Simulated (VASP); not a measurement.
Here is a VASP 6.6.1 calculation.

File POSCAR:

```
LiCl
1.0
    4.1875917110      0.0000000000      0.0000000000
   -2.0937958555      3.6265608024      0.0000000000
    0.0000000000      0.0000000000      5.2870383812
Li Cl
2 2
Direct
    0.3333333333      0.6666666667      0.2500000000
    0.6666666667      0.3333333333      0.7500000000
    0.6666666667      0.3333333333      0.2500000000
    0.3333333333      0.6666666667      0.7500000000
```

Contents of INCAR.step1:

```
SYSTEM = LiCl
  PREC = Accurate
  ENCUT = 600
  ISMEAR = -1
  SIGMA = 0.02
  LREAL = .FALSE.
  LASPH = .TRUE.
  NELM = 60
  GGA = PE
  ALGO = Normal
  EDIFF = 1E-4
  LWAVE = .TRUE.
  LCHARG = .FALSE.
```

File INCAR.step2:

```
SYSTEM = LiCl
  PREC = Accurate
  ENCUT = 600
  EDIFF = 1E-6
  ISMEAR = -1
  SIGMA = 0.02
  LREAL = .FALSE.
  LASPH = .TRUE.
  NELM = 60
  ALGO = Normal
  ISIF = 3
  LWAVE = .FALSE.
  LCHARG = .FALSE.
  METAGGA = R2SCAN
  LMIXTAU = .TRUE.
  IBRION = 2
  NSW = 80
  EDIFFG = -0.005
  ISTART = 1
```

Contents of KPOINTS:

```
Automatic mesh
0
G
  6 6 4
  0 0 0
```

Potentials or basis: VASP PAW PBE potentials, release 64 (Li_sv, Cl).

Command:

```console
$ cat potpaw_PBE.64/Li_sv/POTCAR potpaw_PBE.64/Cl/POTCAR > POTCAR
$ cp INCAR.step1 INCAR
$ mpirun -np 1 vasp_std > vasp.out
$ cp INCAR.step2 INCAR
$ mpirun -np 1 vasp_std > vasp.out
```

(1) What does it give for the relaxed volume?

(2) Predict the space group after relaxing (to 0.1 Å).

Results:

(1) 19.39 Å³/atom.

(2) P6_3/mmc (No. 194).

Caveat: the cutoff is under 1.25 times the usual one of these potentials, so pressure, stress and relaxed cells hold a basis-set (Pulay) error; the PAW data sets were made with another functional, which shifts forces and pressure a little.
